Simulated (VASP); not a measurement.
# Ti2Cd (I4/mmm) in VASP: notebook, part 2 of 2

VASP 6.6.1. Earlier steps stand in the parts before.

**4. Single point, LDA (17.62 Å³/atom)**

This run uses another cell than the first one, of 17.62 Å³/atom.

Contents of INCAR:

```
  ALGO = Normal
  EDIFF = 1E-6
  ENCUT = 520
  GGA = CA
  ISIF = 2
  ISMEAR = -1
  LASPH = T
  LCHARG = F
  LREAL = F
  LWAVE = F
  NBANDS = 25
  NELM = 60
  PREC = Accurate
  SIGMA = 0.08
```

Contents of KPOINTS:

```
k-points
0
Gamma
  16 16 16
```

Contents of POSCAR:

```
Ti2Cd
1.0
   -1.4131395186      1.4131395186      6.6193132075
    1.4131395186     -1.4131395186      6.6193132075
    1.4131395186      1.4131395186     -6.6193132075
Ti Cd
2 1
Direct
    0.3240000000      0.3240000000      0.0000000000
    0.6760000000      0.6760000000      0.0000000000
    0.0000000000      0.0000000000      0.0000000000
```

Potentials or basis: VASP PAW LDA potentials, release 64 (Ti_sv, Cd).

On the command line:

```
> cat potpaw_LDA.64/Ti_sv/POTCAR potpaw_LDA.64/Cd/POTCAR > POTCAR
> mpirun -np 1 vasp_std > vasp.out
```

OUTCAR:

```text
EDIFF = 1E-6
   ENCUT = 520
   GGA = CA
   ISIF = 2
   ISMEAR = -1
   LASPH = T
   LREAL = F
   NELM = 60
   PREC = Accurate

 ion  position               nearest neighbor table
   1  0.324  0.324  0.000-   2 2.80   2 2.80   2 2.80   2 2.80   3 3.07   3 3.07   3 3.07   3 3.07

   2  0.676  0.676  0.000-   1 2.80   1 2.80   1 2.80   1 2.80   3 3.07   3 3.07   3 3.07   3 3.07

   3  0.000  0.000  0.000-   2 3.07   1 3.07   2 3.07   1 3.07   2 3.07   1 3.07   1 3.07   2 3.07

  LATTYP: Found a body centered tetragonal cell.
 ALAT       =     2.8262790372
 C/A-ratio  =     4.6841186736

  Lattice vectors:

 A1 = (  -1.4131395186,   1.4131395186,   6.6193132075)
 A2 = (   1.4131395186,  -1.4131395186,   6.6193132075)
 A3 = (   1.4131395186,   1.4131395186,  -6.6193132075)

Analysis of symmetry for initial positions (statically):
=====================================================================
 Subroutine PRICEL returns:
 Original cell was already a primitive cell.

 Routine SETGRP: Setting up the symmetry group for a
 body centered tetragonal supercell.

 Subroutine GETGRP returns: Found 16 space group operations
 (whereof 16 operations were pure point group operations)
 out of a pool of 16 trial point group operations.

The static configuration has the point symmetry D_4h.

Analysis of symmetry for dynamics (positions and initial velocities):
=====================================================================
 Subroutine PRICEL returns:
 Original cell was already a primitive cell.

 Routine SETGRP: Setting up the symmetry group for a
 body centered tetragonal supercell.

 Subroutine GETGRP returns: Found 16 space group operations
 (whereof 16 operations were pure point group operations)
 out of a pool of 16 trial point group operations.
[... 110 lines left out ...]
   ISYM   =      2    0-nonsym 1-usesym 2-fastsym
   POTIM  = 0.5000    time-step for ionic-motion
   TEBEG  =    0.0;   TEEND  =   0.0 temperature during run
   PSTRESS=    0.0 pullay stress
   NELECT =      36.0000    total number of electrons
   NUPDOWN=      -1.0000    fix difference up-down
   EMIN   =  10.00;   EMAX   =-10.00  energy-range for DOS
   EFERMI =   0.00;   METHOD = LEGACY
   ISMEAR =    -1;   SIGMA  =   0.08  broadening in eV -4-tet -1-fermi 0-gaus
   EFERMI_NEDOS =   21; number of points for ismear=-14 and -15
   IALGO  =     38    algorithm
   IMIX   =      4    mixing-type and parameters
     AMIX     =   0.40;   BMIX     =  1.00
     AMIX_MAG =   1.60;   BMIX_MAG =  1.00
  volume/ion in A,a.u.               =      17.62       118.94
  Fermi-wavevector in a.u.,A,eV,Ry     =   1.440217  2.721616 28.221553  2.074226
  Thomas-Fermi vector in A             =   2.558986
   LORBIT       =      0    0 simple, 1 ext, 2 COOP (PROOUT), +10 PAW based schemes
   GGA     = CA    functional components
   LHFCALC =     F    Hartree Fock is set to
   AEXX    =    0.0000 exact exchange contribution
   IVDW    =     0    specifies the selected vdW correction
   LEPSILON=     F    determine dielectric tensor
   LRPA    =     F    only Hartree local field effects (RPA)
 non-spin polarized calculation
  energy-cutoff  :      520.00
  volume of cell :       52.87
 maximum number of plane-waves:      1445
 NGX is ok and might be reduce to    54
   NGX = 25   NGY = 25   NGZ = 25

 number of electron      36.0000000 magnetization

 Free energy of the ion-electron system (eV)
  ---------------------------------------------------
  ext. energy  EPLUGINS =         0.00000000
  ---------------------------------------------------
  free energy    TOTEN  =       -18.95736075 eV

  energy without entropy =      -18.91155267  energy(sigma->0) =      -18.93445671

 E-fermi :   6.4632     XC(G=0): -11.9582

 val. band max:        6.4630656693   @ k =   0.0000   0.0000   0.0000
 cond. band min:       6.4645741957   @ k =  -0.1250   0.5000   0.1250
 fundamental gap:      0.0015085264
 Fermi energy:         6.4632421107

 k-point     1 :       0.0000    0.0000    0.0000
  band No.  band energies     occupation
      1     -49.6349      2.00000
      2     -49.5048      2.00000
      3     -26.4108      2.00000
      4     -26.0447      2.00000
      5     -26.0447      2.00000
      6     -25.9754      2.00000
[... 661 lines left out ...]
     24       9.3842      0.00000
     25       9.6884      0.00000

 [... further k-points ...]
[... 5 lines left out ...]
  --------------------------------------------------------------------------------------
  -------------------------------------------------------------------------------------
  Total       -1.3412889     -1.3412889     -1.2415275      0.0000000      0.0000000      0.0000000
  in kB      -40.6433886    -40.6433886    -37.6204439      0.0000000      0.0000000      0.0000000
  external PRESSURE =     -39.6357404 kB  Pullay stress =       0.0000000 kB

 VOLUME and BASIS-vectors are now :
 -----------------------------------------------------------------------------
  energy-cutoff  :      520.00
  volume of cell :       52.87
      direct lattice vectors                 reciprocal lattice vectors
    -1.413139519  1.413139519  6.619313208     0.000000000  0.353822106  0.075536537
     1.413139519 -1.413139519  6.619313208     0.353822106  0.000000000  0.075536537
     1.413139519  1.413139519 -6.619313208     0.353822106  0.353822106  0.000000000

 POSITION                                       TOTAL-FORCE (eV/Angst)
 -----------------------------------------------------------------------------------
      0.00000      0.00000      4.28931        -0.000000     -0.000000     -0.125313
      0.00000      0.00000      8.94931        -0.000000     -0.000000      0.125313
      0.00000      0.00000      0.00000         0.000000      0.000000      0.000000
 -----------------------------------------------------------------------------------
    total drift:                                0.000000     -0.000000      0.000000

  FREE ENERGIE OF THE ION-ELECTRON SYSTEM (eV)
  ---------------------------------------------------
  free  energy   TOTEN  =       -18.9573607540 eV

  energy  without entropy=      -18.9115526683  energy(sigma->0) =      -18.93445671
```

Run time: 19 min. Hardware: 1 thread of Intel Xeon 6975P-C (Granite Rapids), shared host; peak memory 0.63 GiB.

Results:

```
Free energy            : -18.9574 eV
Pressure               : -4.0 GPa
Largest force          : 0.125 eV/Å
Band gap on the k mesh : zero (bands 18 and 19 overlap by 0.61 eV)
```

Forces on the atoms (eV/Å):
```
Ti   0.000  0.000 -0.125
Ti   0.000  0.000  0.125
Cd   0.000  0.000  0.000
```

Stress tensor (GPa, compression positive):
```
-4.06  0.00  0.00
 0.00 -4.06  0.00
 0.00  0.00 -3.76
```

Caveat: the cell stands under tension.

**5. Single point, LDA (zz strain of -2 %)**

Contents of INCAR:

```
SYSTEM = Ti2Cd
PREC     = Accurate       ! precision mode
ENCUT    = 520            ! plane-wave cutoff, eV
EDIFF    = 1E-7           ! SCF threshold, eV
ISMEAR   = -1             ! smearing method
SIGMA    = 0.08           ! smearing width, eV
LREAL    = .False.        ! projectors in reciprocal space
LASPH    = .True.         ! aspherical terms in the spheres
NELM     = 60             ! most SCF steps
ALGO     = Normal         ! electronic algorithm
ISIF     = 2              ! what is computed and relaxed
LWAVE    = .False.        ! write WAVECAR
LCHARG   = .False.        ! write CHGCAR
GGA      = CA             ! functional
NBANDS   = 25             ! bands
```

Contents of KPOINTS:

```
regular mesh
0
Gamma
  16 16 16
  0 0 0
```

Contents of POSCAR:

```
Ti2Cd
1.0
   -1.4325000000      1.4325000000      6.5758000000
    1.4325000000     -1.4325000000      6.5758000000
    1.4325000000      1.4325000000     -6.5758000000
Ti Cd
2 1
Direct
    0.3240000000      0.3240000000      0.0000000000
    0.6760000000      0.6760000000      0.0000000000
    0.0000000000      0.0000000000      0.0000000000
```

On the command line:

```
> cat potpaw_LDA.64/Ti_sv/POTCAR potpaw_LDA.64/Cd/POTCAR > POTCAR
> mpirun -np 1 vasp_std > vasp.out
```

Run time: 20 min. Hardware: 1 thread of Intel Xeon 6975P-C (Granite Rapids), shared host; peak memory 0.65 GiB.

It converged, with:

- Free energy: -18.9192 eV
- Pressure: -5.9 GPa
- Largest force: 0.130 eV/Å
- Band gap on the k mesh: zero (bands 18 and 19 overlap by 0.54 eV)

Forces in eV/Å, atoms in the order of the input:
```
Ti   0.000  0.000 -0.130
Ti   0.000  0.000  0.130
Cd   0.000  0.000  0.000
```

Stress tensor (GPa, compression positive):
```
-6.43  0.00  0.00
 0.00 -6.43  0.00
 0.00  0.00 -4.88
```

Levels at points of the mesh, in eV from the Fermi level:
```tsv
k point	band 16	band 17	band 18	band 19	band 20	band 21
(0.00, 0.00, 0.00)	-3.08	-1.48	-0.62	0.05	1.34	1.34
(0.50, 0.00, 0.00)	-1.65	-1.39	-0.49	0.32	0.36	1.09
(0.50, 0.50, 0.00)	-1.48	-1.00	-0.14	1.70	1.72	2.10
(0.50, 0.50, 0.50)	-2.00	-1.46	0.01	0.32	1.24	1.24
```

Caveat: the cell differs from its parent crystal (zz strain of -2 %); the cell stands under tension.

**6. Overview**

| cell | gap on the mesh (eV) | pressure (GPa) | largest force (eV/Å) |
| --- | --- | --- | --- |
| a = 7.073 Å, angles 156.6, 156.6, 33.3°, 3 atoms | none | -8.6 | 0.33 |
| a = 7.056 Å, angles 156.4, 156.4, 33.6°, 3 atoms | none | -9.4 | 0.33 |
| a = 6.914 Å, angles 156.4, 156.4, 33.6°, 3 atoms | none | -4.0 | 0.13 |
| a = 6.881 Å, angles 156.0, 156.0, 34.2°, 3 atoms | none | -5.9 | 0.13 |

Alike in all rows: task single point; level LDA; potentials or basis VASP PAW LDA potentials, release 64 (Ti_sv, Cd); no spin polarisation; k mesh 16 × 16 × 16; cutoff (eV) 520; smearing fermi-dirac 0.08 eV.

Caveats: the cell stands under tension.

Total energies depend on the potentials used, so only differences within one code and one set of settings carry meaning.
